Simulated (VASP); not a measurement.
# NbSi (rocksalt type) (Fm-3m) in VASP: a series of runs

Runs on NbSi (rocksalt type). Level: PBE. Tasks: single point, relaxation of cell and atoms.

All numbers are computed with VASP 6.6.1; they aren't measurements. Logs are shortened: lines on timing, memory, paths and dates and some standing lists are left out, and cuts for length are marked.

**1. The cell of the first run**

The structure is cubic, space group Fm-3m (No. 225). The conventional cell has a = 4.642 Å, b = 4.642 Å, c = 4.642 Å, α = 90.00°, β = 90.00°, γ = 90.00°. Nb (site symmetry m-3m) has 6 Si at 2.32 Å within 3.1 Å. Si (site symmetry m-3m) has 6 Nb at 2.32 Å within 3.1 Å.

**2. Single point, PBE (12.50 Å³/atom)**

INCAR

```
SYSTEM = NbSi
ALGO     = Normal         ! electronic algorithm
EDIFF    = 1E-6           ! SCF threshold, eV
ENCUT    = 500            ! plane-wave cutoff, eV
GGA      = PE             ! functional
GGA_COMPAT= .FALSE.      
ISIF     = 2              ! what is computed and relaxed
ISMEAR   = -1             ! smearing method
LASPH    = .TRUE.         ! aspherical terms in the spheres
LCHARG   = .FALSE.        ! write CHGCAR
LREAL    = .FALSE.        ! projectors in reciprocal space
LWAVE    = .FALSE.        ! write WAVECAR
NBANDS   = 16             ! bands
NELM     = 120            ! most SCF steps
PREC     = Accurate       ! precision mode
SIGMA    = 0.1            ! smearing width, eV
```

KPOINTS

```
k-points
0
G
  14 14 14
  0 0 0
```

POSCAR

```
NbSi
1.0
    0.0000000000      2.3210404718      2.3210404718
    2.3210404718      0.0000000000      2.3210404718
    2.3210404718      2.3210404718      0.0000000000
Nb Si
1 1
Direct
    0.0000000000      0.0000000000      0.0000000000
    0.5000000000      0.5000000000      0.5000000000
```

Potentials or basis: VASP PAW PBE potentials, release 64 (Nb_sv, Si).

Launch:

```
$ cat potpaw_PBE.64/Nb_sv/POTCAR potpaw_PBE.64/Si/POTCAR > POTCAR
$ mpirun -np 1 vasp_std > vasp.out
```

OUTCAR:

```text
SYSTEM = NbSi
   EDIFF = 1E-6
   ENCUT = 500
   GGA = PE
   ISIF = 2
   ISMEAR = -1
   LASPH = .TRUE.
   LREAL = .FALSE.
   NELM = 120
   PREC = Accurate

 ion  position               nearest neighbor table
   1  0.000  0.000  0.000-   2 2.32   2 2.32   2 2.32   2 2.32   2 2.32   2 2.32
   2  0.500  0.500  0.500-   1 2.32   1 2.32   1 2.32   1 2.32   1 2.32   1 2.32

  LATTYP: Found a face centered cubic cell.
 ALAT       =     4.6420809436

  Lattice vectors:

 A1 = (   0.0000000000,   2.3210404718,   2.3210404718)
 A2 = (   2.3210404718,   0.0000000000,   2.3210404718)
 A3 = (   2.3210404718,   2.3210404718,   0.0000000000)

Analysis of symmetry for initial positions (statically):
=====================================================================
 Subroutine PRICEL returns:
 Original cell was already a primitive cell.

 Routine SETGRP: Setting up the symmetry group for a
 face centered cubic supercell.

 Subroutine GETGRP returns: Found 48 space group operations
 (whereof 48 operations were pure point group operations)
 out of a pool of 48 trial point group operations.

The static configuration has the point symmetry O_h .

Analysis of symmetry for dynamics (positions and initial velocities):
=====================================================================
 Subroutine PRICEL returns:
 Original cell was already a primitive cell.

 Routine SETGRP: Setting up the symmetry group for a
 face centered cubic supercell.

 Subroutine GETGRP returns: Found 48 space group operations
 (whereof 48 operations were pure point group operations)
 out of a pool of 48 trial point group operations.

The dynamic configuration has the point symmetry O_h .

 Subroutine INISYM returns: Found 48 space group operations
 (whereof 48 operations are pure point group operations),
 and found     1 'primitive' translations

----------------------------------------------------------------------------------------

                                     Primitive cell

  volume of cell :      25.0080

  direct lattice vectors                    reciprocal lattice vectors
     0.000000000  2.321040472  2.321040472    -0.215420630  0.215420630  0.215420630
     2.321040472  0.000000000  2.321040472     0.215420630 -0.215420630  0.215420630
     2.321040472  2.321040472  0.000000000     0.215420630  0.215420630 -0.215420630

  length of vectors
     3.282446914  3.282446914  3.282446914     0.373119476  0.373119476  0.373119476

  position of ions in fractional coordinates (direct lattice)
     0.000000000  0.000000000  0.000000000
     0.500000000  0.500000000  0.500000000

  ion indices of the primitive-cell ions
   primitive index   ion index
                 1           1
                 2           2

----------------------------------------------------------------------------------------

 KPOINTS: k-points

Automatic generation of k-mesh.
 Grid dimensions read from file:
 generate k-points for:   14   14   14

 Generating k-lattice:

  Cartesian coordinates                     Fractional coordinates (reciprocal lattice)
    -0.015387188  0.015387188  0.015387188     0.071428571  0.000000000  0.000000000
     0.015387188 -0.015387188  0.015387188     0.000000000  0.071428571  0.000000000
     0.015387188  0.015387188 -0.015387188     0.000000000  0.000000000  0.071428571

  Length of vectors
     0.026651391  0.026651391  0.026651391

  Shift w.r.t. Gamma in fractional coordinates (k-lattice)
     0.000000000  0.000000000  0.000000000

 Subroutine IBZKPT returns following result:
 ===========================================

 Found    104 irreducible k-points:

 Following reciprocal coordinates:
            Coordinates               Weight
  0.000000  0.000000  0.000000      1.000000
  0.071429  0.000000  0.000000      8.000000
  0.142857  0.000000  0.000000      8.000000
  0.214286  0.000000  0.000000      8.000000
  0.285714  0.000000  0.000000      8.000000
  0.357143  0.000000  0.000000      8.000000
[... 16 lines left out ...]
  0.214286  0.142857  0.000000     24.000000
  0.285714  0.142857  0.000000     24.000000
 [... further k-points ...]
   k-points           NKPTS =    104   k-points in BZ     NKDIM =    104   number of bands    NBANDS=     16
   number of dos      NEDOS =    301   number of ions     NIONS =      2
   total plane-waves  NPLWV =  13824
   dimension x,y,z NGX =    24 NGY =   24 NGZ =   24
   dimension x,y,z NGXF=    48 NGYF=   48 NGZF=   48
   ions per type =               1   1
   NGX,Y,Z   is equivalent  to a cutoff of  12.16, 12.16, 12.16 a.u.
   NGXF,Y,Z  is equivalent  to a cutoff of  24.31, 24.31, 24.31 a.u.
 SYSTEM =  NbSi
   PREC   = accura    normal or accurate (medium, high low for compatibility)
   ISTART =      0    job   : 0-new  1-cont  2-samecut
   ICHARG =      2    charge: 1-file 2-atom 10-const
   ISPIN  =      1    spin polarized calculation?
   LNONCOLLINEAR =      F non collinear calculations
   LSORBIT =      F    spin-orbit coupling
   LASPH  =      T    aspherical Exc in radial PAW
   ENCUT  =  500.0 eV  36.75 Ry    6.06 a.u.   5.98  5.98  5.98*2*pi/ulx,y,z
   NELM   =    120;   NELMIN=  2; NELMDL= -5     # of ELM steps
   EDIFF  = 0.1E-05   stopping-criterion for ELM
   LREAL  =      F    real-space projection
   EDIFFG = 0.1E-04   stopping-criterion for IOM
   NSW    =      0    number of steps for IOM
   IBRION =     -1    ionic relax: 0-MD 1-quasi-New 2-CG
   NFREE  =      0    steps in history (QN), initial steepest desc. (CG)
   ISIF   =      2    stress and relaxation
   ISYM   =      2    0-nonsym 1-usesym 2-fastsym
   POTIM  = 0.5000    time-step for ionic-motion
   TEBEG  =    0.0;   TEEND  =   0.0 temperature during run
   PSTRESS=    0.0 pullay stress
   NELECT =      17.0000    total number of electrons
   NUPDOWN=      -1.0000    fix difference up-down
   EMIN   =  10.00;   EMAX   =-10.00  energy-range for DOS
   EFERMI =   0.00;   METHOD = LEGACY
   ISMEAR =    -1;   SIGMA  =   0.10  broadening in eV -4-tet -1-fermi 0-gaus
   EFERMI_NEDOS =   21; number of points for ismear=-14 and -15
   IALGO  =     38    algorithm
   IMIX   =      4    mixing-type and parameters
     AMIX     =   0.40;   BMIX     =  1.00
     AMIX_MAG =   1.60;   BMIX_MAG =  1.00
  volume/ion in A,a.u.               =      12.50        84.38
  Fermi-wavevector in a.u.,A,eV,Ry     =   1.439456  2.720178 28.191732  2.072034
  Thomas-Fermi vector in A             =   2.558310
   LORBIT       =      0    0 simple, 1 ext, 2 COOP (PROOUT), +10 PAW based schemes
   GGA     = PE    functional components
   LHFCALC =     F    Hartree Fock is set to
   AEXX    =    0.0000 exact exchange contribution
   IVDW    =     0    specifies the selected vdW correction
   LEPSILON=     F    determine dielectric tensor
   LRPA    =     F    only Hartree local field effects (RPA)
 non-spin polarized calculation
  energy-cutoff  :      500.00
  volume of cell :       25.01
 maximum number of plane-waves:       647
   NGX = 11   NGY = 11   NGZ = 11

 number of electron      17.0000002 magnetization

 Free energy of the ion-electron system (eV)
  ---------------------------------------------------
  ext. energy  EPLUGINS =         0.00000000
  ---------------------------------------------------
  free energy    TOTEN  =       -14.25083606 eV

  energy without entropy =      -14.21928259  energy(sigma->0) =      -14.23505932

 E-fermi :  14.9131     XC(G=0): -13.1055

 val. band max:       14.9074584973   @ k =   0.3571   0.0714   0.0000
 cond. band min:      14.9148979333   @ k =   0.2857   0.1429   0.0000
 fundamental gap:      0.0074394360
 Fermi energy:        14.9131002084

 k-point     1 :       0.0000    0.0000    0.0000
  band No.  band energies     occupation
      1     -39.8484      2.00000
      2     -15.8892      2.00000
      3     -15.8892      2.00000
      4     -15.8892      2.00000
      5       2.5765      2.00000
      6      12.6536      2.00000
[... 8 lines left out ...]
     15      28.8067      0.00000
     16      31.6892      0.00000

 k-point     2 :       0.0714    0.0000    0.0000
  band No.  band energies     occupation
      1     -39.8444      2.00000
      2     -15.9269      2.00000
      3     -15.8937      2.00000
      4     -15.8937      2.00000
      5       2.7207      2.00000
      6      12.4398      2.00000
[... 8 lines left out ...]
     15      29.0641      0.00000
     16      31.0489      0.00000

 k-point     3 :       0.1429    0.0000    0.0000
  band No.  band energies     occupation
      1     -39.8333      2.00000
      2     -16.0312      2.00000
      3     -15.9060      2.00000
      4     -15.9060      2.00000
      5       3.1394      2.00000
      6      11.8813      2.00000
[... 8 lines left out ...]
     15      28.7796      0.00000
     16      30.1428      0.00000

 k-point     4 :       0.2143    0.0000    0.0000
  band No.  band energies     occupation
      1     -39.8172      2.00000
      2     -16.1785      2.00000
      3     -15.9238      2.00000
      4     -15.9238      2.00000
      5       3.7937      2.00000
      6      11.1310      2.00000
[... 8 lines left out ...]
     15      27.7720      0.00000
     16      28.4832      0.00000
[... 324 lines left out ...]
 k-point    22 :       0.1429    0.1429    0.0000
  band No.  band energies     occupation
      1     -39.8284      2.00000
      2     -16.0267      2.00000
      3     -15.9361      2.00000
      4     -15.9361      2.00000
      5       3.3007      2.00000
      6      11.8014      2.00000
[... 8 lines left out ...]
     15      29.0724      0.00000
     16      29.0724      0.00000

 k-point    23 :       0.2143    0.1429    0.0000
  band No.  band energies     occupation
      1     -39.8165      2.00000
      2     -16.1208      2.00000
      3     -15.9591      2.00000
      4     -15.9533      2.00000
      5       3.7492      2.00000
      6      11.1310      2.00000
[... 8 lines left out ...]
     15      27.6173      0.00000
     16      28.0517      0.00000

 k-point    24 :       0.2857    0.1429    0.0000
  band No.  band energies     occupation
      1     -39.8009      2.00000
      2     -16.2497      2.00000
      3     -15.9816      2.00000
      4     -15.9736      2.00000
      5       4.3911      2.00000
      6      10.4257      2.00000
[... 8 lines left out ...]
     15      26.8503      0.00000
     16      26.9533      0.00000

 [... further k-points ...]

------------------------ aborting loop because EDIFF is reached ----------------------------------------

  FORCE on cell =-STRESS in cart. coord.  units (eV):
  Direction    XX          YY          ZZ          XY          YZ          ZX
  --------------------------------------------------------------------------------------
  -------------------------------------------------------------------------------------
  Total       13.1643409     13.1643409     13.1643409     -0.0000000      0.0000000     -0.0000000
  in kB      843.3960607    843.3960607    843.3960607     -0.0000000      0.0000000     -0.0000000
  external PRESSURE =     843.3960607 kB  Pullay stress =       0.0000000 kB

 VOLUME and BASIS-vectors are now :
 -----------------------------------------------------------------------------
  energy-cutoff  :      500.00
  volume of cell :       25.01
      direct lattice vectors                 reciprocal lattice vectors
     0.000000000  2.321040472  2.321040472    -0.215420630  0.215420630  0.215420630
     2.321040472  0.000000000  2.321040472     0.215420630 -0.215420630  0.215420630
     2.321040472  2.321040472  0.000000000     0.215420630  0.215420630 -0.215420630

 POSITION                                       TOTAL-FORCE (eV/Angst)
 -----------------------------------------------------------------------------------
      0.00000      0.00000      0.00000         0.000000      0.000000      0.000000
      2.32104      2.32104      2.32104        -0.000000     -0.000000     -0.000000
 -----------------------------------------------------------------------------------
    total drift:                                0.000000     -0.000000     -0.000000

  FREE ENERGIE OF THE ION-ELECTRON SYSTEM (eV)
  ---------------------------------------------------
  free  energy   TOTEN  =       -14.2508360551 eV

  energy  without entropy=      -14.2192825863  energy(sigma->0) =      -14.23505932
```

Run time: 17 s. Hardware: 1 thread of Intel Xeon Platinum 8375C at 2.90GHz (Ice Lake), shared host; peak memory 0.16 GiB.

Results:

```yaml
Free_energy: -14.2508 eV
Pressure: 84.3 GPa
Band_gap_on_the_k_mesh: zero (an odd number of electrons rules out a gap without spin polarisation)
```

Caveat: the cell stands under pressure.

**3. Single point, PBE**

This run uses another cell than the first one, of 17.06 Å³/atom.

INCAR

```
  PREC = Accurate
  ENCUT = 500
  EDIFF = 1E-6
  ISMEAR = -1
  SIGMA = 0.1
  LREAL = False
  LASPH = True
  NELM = 120
  ALGO = Normal
  ISIF = 2
  LWAVE = False
  LCHARG = False
  GGA = PE
  NBANDS = 16
  GGA_COMPAT = False
```

KPOINTS

```
Automatic mesh
0
Gamma
  13 13 13
```

POSCAR

```
NbSi
1.0
    0.0000000000      2.5742341955      2.5742341955
    2.5742341955      0.0000000000      2.5742341955
    2.5742341955      2.5742341955      0.0000000000
Nb Si
1 1
Direct
    0.0000000000      0.0000000000      0.0000000000
    0.5000000000      0.5000000000      0.5000000000
```

Potentials or basis: VASP PAW PBE potentials, release 64 (Nb_sv, Si).

Launch:

```
$ cat potpaw_PBE.64/Nb_sv/POTCAR potpaw_PBE.64/Si/POTCAR > POTCAR
$ mpirun -np 1 vasp_std > vasp.out
```

OUTCAR:

```text
PREC = Accurate
   ENCUT = 500
   EDIFF = 1E-6
   ISMEAR = -1
   LREAL = False
   LASPH = True
   NELM = 120
   ISIF = 2
   GGA = PE

 ion  position               nearest neighbor table
   1  0.000  0.000  0.000-   2 2.57   2 2.57   2 2.57   2 2.57   2 2.57   2 2.57
   2  0.500  0.500  0.500-   1 2.57   1 2.57   1 2.57   1 2.57   1 2.57   1 2.57

  LATTYP: Found a face centered cubic cell.
 ALAT       =     5.1484683910

  Lattice vectors:

 A1 = (   0.0000000000,   2.5742341955,   2.5742341955)
 A2 = (   2.5742341955,   0.0000000000,   2.5742341955)
 A3 = (   2.5742341955,   2.5742341955,   0.0000000000)

Analysis of symmetry for initial positions (statically):
=====================================================================
 Subroutine PRICEL returns:
 Original cell was already a primitive cell.

 Routine SETGRP: Setting up the symmetry group for a
 face centered cubic supercell.

 Subroutine GETGRP returns: Found 48 space group operations
 (whereof 48 operations were pure point group operations)
 out of a pool of 48 trial point group operations.

[... 159 lines left out ...]
  energy without entropy =      -16.07236185  energy(sigma->0) =      -16.09445677

 E-fermi :  10.2853     XC(G=0): -11.5892

 val. band max:       10.2657928879   @ k =   0.4615   0.2308   0.0769
 cond. band min:      10.3551782084   @ k =  -0.4615   0.3846   0.0769
 fundamental gap:      0.0893853205
 Fermi energy:        10.2853293109

 k-point     1 :       0.0000    0.0000    0.0000
  band No.  band energies     occupation
      1     -45.0234      2.00000
      2     -21.0418      2.00000
      3     -21.0418      2.00000
      4     -21.0418      2.00000
      5      -0.4173      2.00000
      6       9.0129      1.99999
[... 433 lines left out ...]
      3     -21.0899      2.00000
      4     -21.0794      2.00000
      5       2.3581      2.00000
      6       5.2847      2.00000
[... 8 lines left out ...]
     15      19.4495      0.00000
     16      20.0062      0.00000

 [... further k-points ...]

------------------------ aborting loop because EDIFF is reached ----------------------------------------

  FORCE on cell =-STRESS in cart. coord.  units (eV):
  Direction    XX          YY          ZZ          XY          YZ          ZX
  --------------------------------------------------------------------------------------
  -------------------------------------------------------------------------------------
  Total       -0.0457777     -0.0457777     -0.0457777      0.0000000     -0.0000000      0.0000000
  in kB       -2.1497622     -2.1497622     -2.1497622      0.0000000     -0.0000000      0.0000000
  external PRESSURE =      -2.1497622 kB  Pullay stress =       0.0000000 kB

 VOLUME and BASIS-vectors are now :
 -----------------------------------------------------------------------------
  energy-cutoff  :      500.00
  volume of cell :       34.12
      direct lattice vectors                 reciprocal lattice vectors
     0.000000000  2.574234195  2.574234195    -0.194232522  0.194232522  0.194232522
     2.574234195  0.000000000  2.574234195     0.194232522 -0.194232522  0.194232522
     2.574234195  2.574234195  0.000000000     0.194232522  0.194232522 -0.194232522

 POSITION                                       TOTAL-FORCE (eV/Angst)
 -----------------------------------------------------------------------------------
      0.00000      0.00000      0.00000        -0.000000      0.000000      0.000000
      2.57423      2.57423      2.57423         0.000000     -0.000000     -0.000000
 -----------------------------------------------------------------------------------
    total drift:                               -0.000000      0.000000      0.000000

  FREE ENERGIE OF THE ION-ELECTRON SYSTEM (eV)
  ---------------------------------------------------
  free  energy   TOTEN  =       -16.1165516913 eV

  energy  without entropy=      -16.0723618547  energy(sigma->0) =      -16.09445677
```

stdout:

```text
POSCAR found type information on POSCAR NbSi
 POSCAR found :  2 types and       2 ions
 scaLAPACK will be used
 LDA part: xc-table for (Slater+PW92), standard interpolation
 POSCAR, INCAR and KPOINTS ok, starting setup
 FFT: planning ... GRIDC
 FFT: planning ... GRID_SOFT
 FFT: planning ... GRID
 WAVECAR not read
 entering main loop
```

Wall time 33 s (1 thread of Intel Xeon Platinum 8375C at 2.90GHz (Ice Lake), shared host); peak memory 0.18 GiB.

Results:

| Item | Value |
| --- | --- |
| Free energy | -16.1166 eV |
| Pressure | -0.2 GPa |
| Band gap on the k mesh | zero (an odd number of electrons rules out a gap without spin polarisation) |

[end of part 1 of 2]

The gap in the log of VASP goes by the Fermi energy; the results here count the filled bands.